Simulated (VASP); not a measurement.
Wanted: the native input for a VASP 6.6.1 run.

```yaml
Task: relaxation of cell and atoms
Functional: PBE
Potentials_or_basis: VASP PAW PBE potentials, release 64 (Ta_pv, Nb_sv, O)
Cutoff: 600 eV
k_mesh: 3 × 3 × 3
Occupations: gaussian, width 0.15 eV
Spin: no spin polarisation
Dipole_correction: no
Further_INCAR_settings: ALGO = Normal; EDIFF = 1e-07; IBRION = 2; EDIFFG = -0.08; NSW = 36; ISIF = 3
```

The structure of TaNb2O5 lies in POSCAR:

```
TaNb2O5
1.0
    4.3581464700      0.0000000000      0.0000000000
    0.0000000000      4.3581464700      0.0000000000
    0.0000000000      0.0000000000      4.9201919000
Ta Nb O
1 2 5
Direct
    0.0000000000      0.0000000000      0.0000000000
    0.5000000000      0.5000000000      0.5000000000
    0.0000000000      0.0000000000      0.5000000000
    0.0000000000      0.5000000000      0.2670221900
    0.5000000000      0.0000000000      0.2670221900
    0.0000000000      0.5000000000      0.7329778100
    0.5000000000      0.0000000000      0.7329778100
    0.5000000000      0.5000000000      0.0000000000
```

The cell was built from a structure type or drawn by symmetry, and may not be a known phase.

The input as run:

INCAR

```
SYSTEM = TaNb2O5
PREC = Accurate
ENCUT = 600
EDIFF = 1E-7
ISMEAR = 0
SIGMA = 0.15
LREAL = .False.
LASPH = .True.
NELM = 120
ALGO = Normal
ISIF = 3
LWAVE = .False.
LCHARG = .False.
GGA = PE
IBRION = 2
NSW = 36
EDIFFG = -0.08
GGA_COMPAT = .False.
NELMIN = 4
```

KPOINTS

```
Automatic mesh
0
Gamma
  3 3 3
  0 0 0
```

Potentials or basis: VASP PAW PBE potentials, release 64 (Ta_pv, Nb_sv, O).

Command:

```sh
$ cat potpaw_PBE.64/Ta_pv/POTCAR potpaw_PBE.64/Nb_sv/POTCAR potpaw_PBE.64/O/POTCAR > POTCAR
$ mpirun -np 1 vasp_std > vasp.out
```

Results of the run:

| Property | Result |
| --- | --- |
| Relaxed volume | 10.05 Å³/atom |
| Relaxed cell | a = 3.737 Å, b = 3.737 Å, c = 5.759 Å, α = 90.00°, β = 90.00°, γ = 90.00° |
| Space group after relaxing (to 0.1 Å) | P4/mmm (No. 123) |
| Energy gained by relaxing | 627.9 meV/atom |
| Ionic steps | 9 |
| Pressure after relaxing | -0.3 GPa |
| Largest force after relaxing | 0.009 eV/Å |
| Band gap on the k mesh | zero (an odd number of electrons rules out a gap without spin polarisation) |

Caveat: the k points lie up to 0.56 Å⁻¹ apart in the final cell, too coarse for converged energies and pressures of a metal; a cell axis changed by over 15 % at a fixed basis, so the end point is rough; spin-orbit coupling is left out, which moves the levels of the heavy elements; an odd number of electrons without spin polarisation forces a metal; a magnetic or distorted state may lie lower.

Wall time 2.9 min on 1 thread of AMD EPYC 9R45 96-Core Processor (Zen 5) (shared host), peak memory 0.21 GiB.
